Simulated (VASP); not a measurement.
# InP (F-43m) in VASP: a series of runs

Runs on InP. Level: PBE. Tasks: relaxation of cell and atoms, single point.

Program: VASP 6.6.1. These are calculated values, not measurements. Logs are shortened: lines on timing, memory, paths and dates and some standing lists are left out, and cuts for length are marked.

**1. The cell of the first run**

The structure is cubic, space group F-43m (No. 216). Conventional cell: a = 5.959 Å, b = 5.959 Å, c = 5.959 Å, α = 90.00°, β = 90.00°, γ = 90.00°. In (site symmetry -43m) has 4 P at 2.58 Å within 3.4 Å. Within 3.4 Å of P (site symmetry -43m) lie 4 In at 2.58 Å.

**2. Relaxation of cell and atoms, PBE, target pressure 3 GPa, at which the enthalpy is minimised**

Input file INCAR:

```
  ALGO = Normal
  EDIFF = 1E-7
  EDIFFG = -0.001
  ENCUT = 600
  GGA = PE
  IBRION = 2
  ISIF = 3
  ISMEAR = 0
  LASPH = T
  LCHARG = F
  LREAL = F
  LWAVE = F
  NELM = 80
  NSW = 80
  PREC = Accurate
  PSTRESS = 30.0
  SIGMA = 0.01
```

Input file KPOINTS:

```
k-points
0
Gamma
  10 10 10
```

Input file POSCAR:

```
InP
1.0
    0.0000000000      2.9796445516      2.9796445516
    2.9796445516      0.0000000000      2.9796445516
    2.9796445516      2.9796445516      0.0000000000
In P
1 1
Direct
    0.0000000000      0.0000000000      0.0000000000
    0.7500000000      0.7500000000      0.7500000000
```

Potentials or basis: VASP PAW PBE potentials, release 64 (In_d, P).

Started as:

```
$ cat potpaw_PBE.64/In_d/POTCAR potpaw_PBE.64/P/POTCAR > POTCAR
$ mpirun -np 1 vasp_std > vasp.out
```

OUTCAR:

```text
EDIFF = 1E-7
   EDIFFG = -0.001
   ENCUT = 600
   GGA = PE
   IBRION = 2
   ISIF = 3
   ISMEAR = 0
   LASPH = T
   LREAL = F
   NELM = 80
   NSW = 80
   PREC = Accurate
   PSTRESS = 30.0

 ion  position               nearest neighbor table
   1  0.000  0.000  0.000-   2 2.58   2 2.58   2 2.58   2 2.58
   2  0.750  0.750  0.750-   1 2.58   1 2.58   1 2.58   1 2.58

  LATTYP: Found a face centered cubic cell.
 ALAT       =     5.9592891032

  Lattice vectors:

 A1 = (   0.0000000000,   2.9796445516,   2.9796445516)
 A2 = (   2.9796445516,   0.0000000000,   2.9796445516)
 A3 = (   2.9796445516,   2.9796445516,   0.0000000000)

Analysis of symmetry for initial positions (statically):
=====================================================================
 Subroutine PRICEL returns:
 Original cell was already a primitive cell.

 Routine SETGRP: Setting up the symmetry group for a
 face centered cubic supercell.

 Subroutine GETGRP returns: Found 24 space group operations
 (whereof 24 operations were pure point group operations)
 out of a pool of 48 trial point group operations.

The static configuration has the point symmetry T_d .

Analysis of symmetry for dynamics (positions and initial velocities):
=====================================================================
 Subroutine PRICEL returns:
 Original cell was already a primitive cell.

 Routine SETGRP: Setting up the symmetry group for a
 face centered cubic supercell.

 Subroutine GETGRP returns: Found 24 space group operations
 (whereof 24 operations were pure point group operations)
 out of a pool of 48 trial point group operations.

The dynamic configuration has the point symmetry T_d .

 Subroutine INISYM returns: Found 24 space group operations
 (whereof 24 operations are pure point group operations),
 and found     1 'primitive' translations

----------------------------------------------------------------------------------------

                                     Primitive cell

  volume of cell :      52.9082

  direct lattice vectors                    reciprocal lattice vectors
     0.000000000  2.979644552  2.979644552    -0.167805250  0.167805250  0.167805250
     2.979644552  0.000000000  2.979644552     0.167805250 -0.167805250  0.167805250
     2.979644552  2.979644552  0.000000000     0.167805250  0.167805250 -0.167805250

  length of vectors
     4.213853736  4.213853736  4.213853736     0.290647219  0.290647219  0.290647219

  position of ions in fractional coordinates (direct lattice)
     0.000000000  0.000000000  0.000000000
     0.750000000  0.750000000  0.750000000

  ion indices of the primitive-cell ions
   primitive index   ion index
                 1           1
                 2           2

----------------------------------------------------------------------------------------

 KPOINTS: k-points

Automatic generation of k-mesh.
 Grid dimensions read from file:
 generate k-points for:   10   10   10

 Generating k-lattice:

  Cartesian coordinates                     Fractional coordinates (reciprocal lattice)
    -0.016780525  0.016780525  0.016780525     0.100000000  0.000000000  0.000000000
     0.016780525 -0.016780525  0.016780525     0.000000000  0.100000000  0.000000000
     0.016780525  0.016780525 -0.016780525     0.000000000  0.000000000  0.100000000

  Length of vectors
     0.029064722  0.029064722  0.029064722

  Shift w.r.t. Gamma in fractional coordinates (k-lattice)
     0.000000000  0.000000000  0.000000000

 Subroutine IBZKPT returns following result:
 ===========================================

 Found     47 irreducible k-points:

 Following reciprocal coordinates:
            Coordinates               Weight
  0.000000  0.000000  0.000000      1.000000
  0.100000  0.000000  0.000000      8.000000
  0.200000  0.000000  0.000000      8.000000
  0.300000  0.000000  0.000000      8.000000
  0.400000  0.000000  0.000000      8.000000
  0.500000  0.000000  0.000000      4.000000
[... 16 lines left out ...]
  0.300000  0.300000  0.000000      6.000000
  0.400000  0.300000  0.000000     24.000000
 [... further k-points ...]
   k-points           NKPTS =     47   k-points in BZ     NKDIM =     47   number of bands    NBANDS=     13
   number of dos      NEDOS =    301   number of ions     NIONS =      2
   total plane-waves  NPLWV =  46656
   dimension x,y,z NGX =    36 NGY =   36 NGZ =   36
   dimension x,y,z NGXF=    72 NGYF=   72 NGZF=   72
   ions per type =               1   1
   NGX,Y,Z   is equivalent  to a cutoff of  14.20, 14.20, 14.20 a.u.
   NGXF,Y,Z  is equivalent  to a cutoff of  28.41, 28.41, 28.41 a.u.
 SYSTEM =  unknown system
   PREC   = accura    normal or accurate (medium, high low for compatibility)
   ISTART =      0    job   : 0-new  1-cont  2-samecut
   ICHARG =      2    charge: 1-file 2-atom 10-const
   ISPIN  =      1    spin polarized calculation?
   LNONCOLLINEAR =      F non collinear calculations
   LSORBIT =      F    spin-orbit coupling
   LASPH  =      T    aspherical Exc in radial PAW
   ENCUT  =  600.0 eV  44.10 Ry    6.64 a.u.   8.42  8.42  8.42*2*pi/ulx,y,z
   NELM   =     80;   NELMIN=  2; NELMDL= -5     # of ELM steps
   EDIFF  = 0.1E-06   stopping-criterion for ELM
   LREAL  =      F    real-space projection
   EDIFFG = -.1E-02   stopping-criterion for IOM
   NSW    =     80    number of steps for IOM
   IBRION =      2    ionic relax: 0-MD 1-quasi-New 2-CG
   NFREE  =      1    steps in history (QN), initial steepest desc. (CG)
   ISIF   =      3    stress and relaxation
   ISYM   =      2    0-nonsym 1-usesym 2-fastsym
   POTIM  = 0.5000    time-step for ionic-motion
   TEBEG  =    0.0;   TEEND  =   0.0 temperature during run
   PSTRESS=   30.0 pullay stress
   NELECT =      18.0000    total number of electrons
   NUPDOWN=      -1.0000    fix difference up-down
   EMIN   =  10.00;   EMAX   =-10.00  energy-range for DOS
   EFERMI =   0.00;   METHOD = LEGACY
   ISMEAR =     0;   SIGMA  =   0.01  broadening in eV -4-tet -1-fermi 0-gaus
   EFERMI_NEDOS =   21; number of points for ismear=-14 and -15
   IALGO  =     38    algorithm
   IMIX   =      4    mixing-type and parameters
     AMIX     =   0.40;   BMIX     =  1.00
     AMIX_MAG =   1.60;   BMIX_MAG =  1.00
  volume/ion in A,a.u.               =      26.45       178.52
  Fermi-wavevector in a.u.,A,eV,Ry     =   1.142855  2.159683 17.770814  1.306118
  Thomas-Fermi vector in A             =   2.279552
   LORBIT       =      0    0 simple, 1 ext, 2 COOP (PROOUT), +10 PAW based schemes
   GGA     = PE    functional components
   LHFCALC =     F    Hartree Fock is set to
   AEXX    =    0.0000 exact exchange contribution
   IVDW    =     0    specifies the selected vdW correction
   LEPSILON=     F    determine dielectric tensor
   LRPA    =     F    only Hartree local field effects (RPA)
 conjugate gradient relaxation of ions
 non-spin polarized calculation
 Gauss-broadening in eV      SIGMA  =   0.01
  energy-cutoff  :      600.00
  volume of cell :       52.91
 maximum number of plane-waves:      1807
 NGX is ok and might be reduce to    36
   NGX = 17   NGY = 17   NGZ = 17

--------------------------------------- Ionic step        1  -------------------------------------------

 number of electron      17.9999999 magnetization

 Free energy of the ion-electron system (eV)
  ---------------------------------------------------
  ext. energy  EPLUGINS =         0.00000000
  ---------------------------------------------------
  free energy    TOTEN  =        -8.40809805 eV

  energy without entropy =       -8.40809805  energy(sigma->0) =       -8.40809805

------------------------ aborting loop because EDIFF is reached ----------------------------------------

  FORCE on cell =-STRESS in cart. coord.  units (eV):
  Direction    XX          YY          ZZ          XY          YZ          ZX
  --------------------------------------------------------------------------------------
  -------------------------------------------------------------------------------------
  Total       -0.0034414     -0.0034414     -0.0034414      0.0000000      0.0000000     -0.0000000
  in kB       -0.1042135     -0.1042135     -0.1042135      0.0000000      0.0000000     -0.0000000
  external PRESSURE =     -30.1042135 kB  Pullay stress =      30.0000000 kB

 VOLUME and BASIS-vectors are now :
 -----------------------------------------------------------------------------
  energy-cutoff  :      600.00
  volume of cell :       52.91
      direct lattice vectors                 reciprocal lattice vectors
     0.000000000  2.979644552  2.979644552    -0.167805250  0.167805250  0.167805250
     2.979644552  0.000000000  2.979644552     0.167805250 -0.167805250  0.167805250
     2.979644552  2.979644552  0.000000000     0.167805250  0.167805250 -0.167805250
[... 46 lines left out ...]
  FREE ENERGIE OF THE ION-ELECTRON SYSTEM (eV)
  ---------------------------------------------------
  free  energy   TOTEN  =        -8.3528511769 eV

  energy  without entropy=       -8.3528511769  energy(sigma->0) =       -8.35285118

  enthalpy is  TOTEN    =        -7.4317426992 eV   P V=        0.9211084778

--------------------------------------- Ionic step        3  -------------------------------------------

 number of electron      17.9999998 magnetization

 Free energy of the ion-electron system (eV)
  ---------------------------------------------------
  ext. energy  EPLUGINS =         0.00000000
  ---------------------------------------------------
  free energy    TOTEN  =        -8.38711321 eV

  energy without entropy =       -8.38711321  energy(sigma->0) =       -8.38711321

 E-fermi :   5.2061     XC(G=0):  -9.2637

 val. band max:        5.1399905093   @ k =   0.0000   0.0000   0.0000
 cond. band min:       5.8285092313   @ k =   0.0000   0.0000   0.0000
 fundamental gap:      0.6885187220
 Fermi energy:         5.2061152988

 k-point     1 :       0.0000    0.0000    0.0000
  band No.  band energies     occupation
      1      -9.0359      2.00000
      2      -9.0359      2.00000
      3      -9.0359      2.00000
      4      -8.8859      2.00000
      5      -8.8859      2.00000
      6      -6.3470      2.00000
      7       5.1400      2.00000
      8       5.1400      2.00000
      9       5.1400      2.00000
     10       5.8285      0.00000
     11       9.2330      0.00000
     12       9.2330      0.00000
     13       9.2330      0.00000

 k-point     2 :       0.1000    0.0000    0.0000
  band No.  band energies     occupation
      1      -9.0481      2.00000
      2      -9.0310      2.00000
      3      -9.0310      2.00000
      4      -8.8859      2.00000
      5      -8.8859      2.00000
      6      -6.2329      2.00000
      7       3.9801      2.00000
      8       5.0169      2.00000
      9       5.0169      2.00000
     10       6.6213      0.00000
     11       9.2976      0.00000
[... 339 lines left out ...]
 k-point    24 :       0.4000    0.3000    0.0000
  band No.  band energies     occupation
      1      -9.1828      2.00000
      2      -8.9605      2.00000
      3      -8.9572      2.00000
      4      -8.9204      2.00000
      5      -8.8597      2.00000
      6      -4.6886      2.00000
      7       0.4184      2.00000
      8       2.9679      2.00000
      9       3.2320      2.00000
     10       7.4015      0.00000
     11       8.1784      0.00000
     12      11.9917      0.00000
     13      12.6360      0.00000

 [... further k-points ...]
[... 5 lines left out ...]
  --------------------------------------------------------------------------------------
  -------------------------------------------------------------------------------------
  Total        0.9455673      0.9455673      0.9455673      0.0000000      0.0000000      0.0000000
  in kB       29.9668665     29.9668665     29.9668665      0.0000000      0.0000000      0.0000000
  external PRESSURE =      -0.0331335 kB  Pullay stress =      30.0000000 kB

 VOLUME and BASIS-vectors are now :
 -----------------------------------------------------------------------------
  energy-cutoff  :      600.00
  volume of cell :       50.55
      direct lattice vectors                 reciprocal lattice vectors
     0.000000000  2.934791322  2.934791322    -0.170369865  0.170369865  0.170369865
     2.934791322  0.000000000  2.934791322     0.170369865 -0.170369865  0.170369865
     2.934791322  2.934791322  0.000000000     0.170369865  0.170369865 -0.170369865

 POSITION                                       TOTAL-FORCE (eV/Angst)
 -----------------------------------------------------------------------------------
      0.00000      0.00000      0.00000        -0.000000     -0.000000     -0.000000
      4.40219      4.40219      4.40219         0.000000      0.000000      0.000000
 -----------------------------------------------------------------------------------
    total drift:                                0.000000      0.000000      0.000000

  FREE ENERGIE OF THE ION-ELECTRON SYSTEM (eV)
  ---------------------------------------------------
  free  energy   TOTEN  =        -8.3871132051 eV

  energy  without entropy=       -8.3871132051  energy(sigma->0) =       -8.38711321

  enthalpy is  TOTEN    =        -7.4405004622 eV   P V=        0.9466127429

 reached required accuracy - stopping structural energy minimisation
```

Run time: 82 s. Hardware: 1 thread of Intel Xeon Platinum 8488C (Sapphire Rapids), shared host; peak memory 0.24 GiB.

Results:

| Property | Result |
| --- | --- |
| Free energy | -8.3871 eV |
| Relaxed volume | 25.28 Å³/atom |
| Relaxed cell | a = 4.150 Å, b = 4.150 Å, c = 4.150 Å, α = 60.00°, β = 60.00°, γ = 60.00° |
| Space group after relaxing (to 0.05 Å) | F-43m (No. 216) |
| Energy change on relaxing (the enthalpy is what falls) | +10.5 meV/atom |
| Ionic steps | 3 |
| Pressure after relaxing | 3.0 GPa |
| Band gap on the k mesh | 0.69 eV, direct |

Step by step:
| step | energy change (eV) | largest force (eV/Å) | pressure (GPa) | volume (Å³) |
| --- | --- | --- | --- | --- |
| 1 | 0.0000 | 0.0000 | -0.01 | 52.91 |
| 2 | 0.0552 | 0.0000 | 5.12 | 49.19 |
| 3 | 0.0210 | 0.0000 | 3.00 | 50.55 |

Final structure:
```
CELL_PARAMETERS angstrom
0.00000 2.93479 2.93479
2.93479 0.00000 2.93479
2.93479 2.93479 0.00000
ATOMIC_POSITIONS crystal
In 0.00000 0.00000 0.00000
P 0.75000 0.75000 0.75000
```

Levels at points of the mesh, in eV from the valence-band top:
```
           k point  band 6  band 7  band 8  band 9  band 10  band 11  band 12  band 13
(0.00, 0.00, 0.00)  -11.49    0.00    0.00    0.00     0.69     4.09     4.09     4.09
(0.50, 0.00, 0.00)   -9.78   -5.70   -0.96   -0.96     1.49     4.81     4.81     7.09
(0.50, 0.50, 0.00)   -9.13   -5.73   -2.30   -2.30     1.77     2.27     9.19     9.57
```

Caveat: the cell is relaxed towards a set pressure, so the enthalpy falls and the energy may rise; spin-orbit coupling is left out, which moves the levels of the heavy elements. Expect the measured gap to be larger: semilocal functionals such as PBE lack the derivative discontinuity.

**3. Single point, PBE (volume scaled by 0.94)**

Input file INCAR:

```
SYSTEM = InP
PREC = Accurate
ENCUT = 520
EDIFF = 1E-6
ISMEAR = 0
SIGMA = 0.02
LREAL = .FALSE.
LASPH = .TRUE.
NELM = 100
ALGO = Normal
ISIF = 2
LWAVE = .FALSE.
LCHARG = .FALSE.
GGA = PE
NBANDS = 16
```

Input file KPOINTS:

```
regular mesh
0
G
  10 10 10
  0 0 0
```

Input file POSCAR:

```
InP
1.0
    0.0000000000      2.9192001164      2.9192001164
    2.9192001164      0.0000000000      2.9192001164
    2.9192001164      2.9192001164      0.0000000000
In P
1 1
Direct
    0.0000000000      0.0000000000      0.0000000000
    0.2500000000      0.2500000000      0.2500000000
```

Potentials or basis: VASP PAW PBE potentials, release 64 (In_d, P).

Started as:

```
$ cat potpaw_PBE.64/In_d/POTCAR potpaw_PBE.64/P/POTCAR > POTCAR
$ mpirun -np 1 vasp_std > vasp.out
```

It took 49 s on 1 thread of Intel Xeon 8259CL, shared host; peak memory 0.19 GiB.

It converged, with:

* Free energy: -8.3688 eV
* Pressure: 4.2 GPa
* Band gap on the k mesh: 0.78 eV, direct

Levels at points of the mesh, in eV from the valence-band top:
```tsv
k point	band 7	band 8	band 9	band 10	band 11	band 12
(0.00, 0.00, 0.00)	0.00	0.00	0.00	0.78	4.09	4.09
(0.50, 0.00, 0.00)	-5.79	-0.99	-0.99	1.53	4.81	4.81
(0.50, 0.50, 0.00)	-5.80	-2.36	-2.36	1.74	2.27	9.29
```

Caveat: the cell differs from its parent crystal (volume scaled by 0.94); spin-orbit coupling is left out, which moves the levels of the heavy elements.

**4. Single point, PBE (volume scaled by 0.97)**

Input file INCAR:

```
ALGO     = Normal         # electronic algorithm
EDIFF    = 1E-7           # SCF threshold, eV
ENCUT    = 520            # plane-wave cutoff, eV
GGA      = PE             # functional
ISIF     = 2              # what is computed and relaxed
ISMEAR   = 0              # smearing method
LASPH    = True           # aspherical terms in the spheres
LCHARG   = True           # write CHGCAR
LELF     = True           # ELF
LREAL    = False          # projectors in reciprocal space
LVHAR    = True         
LWAVE    = False          # write WAVECAR
NBANDS   = 16             # bands
NELM     = 100            # most SCF steps
PREC     = Accurate       # precision mode
SIGMA    = 0.02           # smearing width, eV
```

Input file KPOINTS:

```
k-points
0
Gamma
  10 10 10
```

Input file POSCAR:

```
InP
1.0
    0.0000000000      2.9499307970      2.9499307970
    2.9499307970      0.0000000000      2.9499307970
    2.9499307970      2.9499307970      0.0000000000
In P
1 1
Direct
    0.0000000000      0.0000000000      0.0000000000
    0.2500000000      0.2500000000      0.2500000000
```

Started as:

```
$ cat potpaw_PBE.64/In_d/POTCAR potpaw_PBE.64/P/POTCAR > POTCAR
$ mpirun -np 1 vasp_std > vasp.out
```

Run time: 63 s. Hardware: 1 thread of Intel Xeon 8259CL, shared host; peak memory 0.2 GiB.

The run converged. Its results:

- Free energy: -8.3989 eV
- Pressure: 1.9 GPa
- Band gap on the k mesh: 0.60 eV, direct

Levels at points of the mesh, in eV from the valence-band top:
```tsv
k point	band 6	band 7	band 8	band 9	band 10	band 11	band 12	band 13
(0.00, 0.00, 0.00)	-11.38	0.00	0.00	0.00	0.60	4.09	4.09	4.09
(0.50, 0.00, 0.00)	-9.72	-5.62	-0.94	-0.94	1.45	4.81	4.81	7.06
(0.50, 0.50, 0.00)	-9.09	-5.66	-2.25	-2.25	1.80	2.27	9.09	9.46
```

Caveat: the cell differs from its parent crystal (volume scaled by 0.97); spin-orbit coupling is left out, which moves the levels of the heavy elements.

[end of part 1 of 2]
